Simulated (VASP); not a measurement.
# Si4Cl (Im-3m) in VASP: a series of runs, part 2 of 2

VASP 6.6.1. Earlier steps stand in the parts before.

### 4 Relaxation of cell and atoms, PBE

Input file INCAR:

```
SYSTEM = Si4Cl
ALGO     = Normal         ! electronic algorithm
EDIFF    = 1E-7           ! SCF threshold, eV
EDIFFG   = -0.04          ! ionic threshold
ENCUT    = 600            ! plane-wave cutoff, eV
GGA      = PE             ! functional
IBRION   = 2              ! ionic algorithm
ISIF     = 3              ! what is computed and relaxed
ISMEAR   = 0              ! smearing method
LASPH    = .TRUE.         ! aspherical terms in the spheres
LCHARG   = .FALSE.        ! write CHGCAR
LREAL    = .FALSE.        ! projectors in reciprocal space
LWAVE    = .FALSE.        ! write WAVECAR
NELM     = 100            ! most SCF steps
NSW      = 90             ! ionic steps
PREC     = Accurate       ! precision mode
SIGMA    = 0.1            ! smearing width, eV
```

Input file KPOINTS:

```
k-points
0
G
  4 4 4
  0 0 0
```

Input file POSCAR:

```
Si4Cl
1.0
   -2.8256509200      2.8256509200      2.8256509200
    2.8256509200     -2.8256509200      2.8256509200
    2.8256509200      2.8256509200     -2.8256509200
Si Cl
4 1
Direct
    0.0000000000      0.0000000000      0.5000000000
    0.5000000000      0.0000000000      0.0000000000
    0.0000000000      0.5000000000      0.0000000000
    0.5000000000      0.5000000000      0.5000000000
    0.0000000000      0.0000000000      0.0000000000
```

Potentials or basis: VASP PAW PBE potentials, release 64 (Si, Cl).

The run is started by

```console
$ cat potpaw_PBE.64/Si/POTCAR potpaw_PBE.64/Cl/POTCAR > POTCAR
$ mpirun -np 1 vasp_std > vasp.out
```

OUTCAR:

```text
SYSTEM = Si4Cl
   EDIFF = 1E-7
   EDIFFG = -0.04
   ENCUT = 600
   GGA = PE
   IBRION = 2
   ISIF = 3
   ISMEAR = 0
   LASPH = .TRUE.
   LREAL = .FALSE.
   NELM = 100
   NSW = 90
   PREC = Accurate

 ion  position               nearest neighbor table
   1  0.000  0.000  0.500-   5 2.45   5 2.45   4 2.83   2 2.83   3 2.83   3 2.83   2 2.83   4 2.83

   2  0.500  0.000  0.000-   5 2.45   5 2.45   4 2.83   1 2.83   4 2.83   3 2.83   1 2.83   3 2.83

   3  0.000  0.500  0.000-   5 2.45   5 2.45   4 2.83   1 2.83   2 2.83   1 2.83   4 2.83   2 2.83

   4  0.500  0.500  0.500-   5 2.45   5 2.45   3 2.83   1 2.83   2 2.83   3 2.83   1 2.83   2 2.83

   5  0.000  0.000  0.000-   1 2.45   2 2.45   3 2.45   4 2.45   1 2.45   3 2.45   2 2.45   4 2.45

  LATTYP: Found a body centered cubic cell.
 ALAT       =     5.6513018400

  Lattice vectors:

[... 184 lines left out ...]
      6       1.8872      2.00000
      7       1.8872      2.00000
      8       1.8872      2.00000
      9       4.7722      2.00000
     10       4.7722      2.00000
     11       4.7722      2.00000
     12       8.6609      0.00000
     13       8.6609      0.00000
     14       9.2959      0.00000
[... 202 lines left out ...]
--------------------------------------- Ionic step        3  -------------------------------------------

 number of electron      22.9999996 magnetization

 Free energy of the ion-electron system (eV)
  ---------------------------------------------------
  ext. energy  EPLUGINS =         0.00000000
  ---------------------------------------------------
  free energy    TOTEN  =       -17.95756992 eV

  energy without entropy =      -17.92619480  energy(sigma->0) =      -17.94188236

 E-fermi :   6.2129     XC(G=0):  -9.7458

 val. band max:        6.1934881735   @ k =  -0.2500   0.2500   0.2500
 cond. band min:       6.3277561083   @ k =   0.5000   0.0000   0.0000
 fundamental gap:      0.1342679348
 Fermi energy:         6.2128794904

 k-point     1 :       0.0000    0.0000    0.0000
  band No.  band energies     occupation
      1     -12.7792      2.00000
      2      -2.9555      2.00000
      3      -2.1532      2.00000
      4      -2.1532      2.00000
      5      -2.1532      2.00000
      6       0.7976      2.00000
      7       0.7976      2.00000
      8       0.7976      2.00000
      9       3.9803      2.00000
     10       3.9803      2.00000
     11       3.9803      2.00000
     12       7.9470      0.00000
     13       7.9470      0.00000
     14       8.0159      0.00000
[... 157 lines left out ...]
  FREE ENERGIE OF THE ION-ELECTRON SYSTEM (eV)
  ---------------------------------------------------
  free  energy   TOTEN  =       -17.9575699242 eV

  energy  without entropy=      -17.9261948014  energy(sigma->0) =      -17.94188236

 reached required accuracy - stopping structural energy minimisation
```

CONTCAR:

```text
Si4Cl
   1.00000000000000
    -2.9200989455539901    2.9200989455539901    2.9200989455539905
     2.9200989455539901   -2.9200989455539901    2.9200989455539905
     2.9200989455539901    2.9200989455539901   -2.9200989455539905
  Si              Cl
     4     1
Direct
     0.0000000000000000    0.0000000000000000    0.5000000000000000
     0.5000000000000000    0.0000000000000000    0.0000000000000000
     0.0000000000000000    0.5000000000000000    0.0000000000000000
     0.5000000000000000    0.5000000000000000    0.5000000000000000
     0.0000000000000000    0.0000000000000000    0.0000000000000000

  0.00000000E+00  0.00000000E+00  0.00000000E+00
  0.00000000E+00  0.00000000E+00  0.00000000E+00
  0.00000000E+00  0.00000000E+00  0.00000000E+00
  0.00000000E+00  0.00000000E+00  0.00000000E+00
  0.00000000E+00  0.00000000E+00  0.00000000E+00
```

It took 25 s on 1 thread of AMD EPYC 9R45 (Zen 5), shared host; peak memory 0.2 GiB.

Results:

```
Free energy                            : -17.9576 eV
Relaxed volume                         : 19.92 Å³/atom
Relaxed cell                           : a = 5.058 Å, b = 5.058 Å, c = 5.058 Å, α = 109.47°, β = 109.47°, γ = 109.47°
Space group after relaxing (to 0.05 Å) : Im-3m (No. 229)
Energy gained by relaxing              : 28.2 meV/atom
Ionic steps                            : 3
Pressure after relaxing                : 0.0 GPa
```

Step by step:
```csv
step,energy change (eV),largest force (eV/Å),pressure (GPa),volume (Å³)
1,0.0000,0.0000,5.31,90.24
2,-0.1391,0.0000,0.57,98.28
3,-0.1412,0.0000,-0.05,99.60
```

Final structure:
```yaml
crystal:
  lattice:
    - [-2.92010, 2.92010, 2.92010]
    - [2.92010, -2.92010, 2.92010]
    - [2.92010, 2.92010, -2.92010]
  atoms:
    - { symbol: Si, position: [0.00000, 0.00000, 0.50000] }
    - { symbol: Si, position: [0.50000, 0.00000, 0.00000] }
    - { symbol: Si, position: [0.00000, 0.50000, 0.00000] }
    - { symbol: Si, position: [0.50000, 0.50000, 0.50000] }
    - { symbol: Cl, position: [0.00000, 0.00000, 0.00000] }
```

Levels at points of the mesh, in eV from the Fermi level:
| k point | band 8 | band 9 | band 10 | band 11 | band 12 | band 13 | band 14 | band 15 |
| --- | --- | --- | --- | --- | --- | --- | --- | --- |
| (0.00, 0.00, 0.00) | -5.42 | -2.23 | -2.23 | -2.23 | 1.73 | 1.73 | 1.80 | 1.80 |
| (0.50, 0.00, 0.00) | -2.51 | -2.24 | -1.88 | -0.68 | 0.11 | 0.36 | 0.54 | 1.68 |
| (0.50, 0.50, 0.50) | -3.42 | -3.42 | -1.67 | -1.14 | -1.14 | -1.14 | -1.04 | 5.17 |

Caveat: the k points lie up to 0.38 Å⁻¹ apart in the final cell; an odd number of electrons without spin polarisation forces a metal; a magnetic or distorted state may lie lower.

### 5 Summary

```tsv
task	cell	cutoff (eV)	gap on the mesh (eV)	pressure (GPa)
single point	a = 4.894 Å, angles 109.5°, 5 atoms	520	none	5.3
single point	a = 5.040 Å, angles 109.5°, 5 atoms	520	none	0.4
relaxation of cell and atoms	relaxed from a = 4.894 Å, angles 109.5°, 5 atoms	600	none	0.0
```

Alike in all rows: level PBE; potentials or basis VASP PAW PBE potentials, release 64 (Si, Cl); no spin polarisation; k mesh 4 × 4 × 4; smearing gaussian 0.1 eV.

Caveats: all runs use coarse meshes; an odd number of electrons without spin polarisation forces a metal; a magnetic or distorted state may lie lower.

Absolute energies hang on the potentials; compare differences alone.
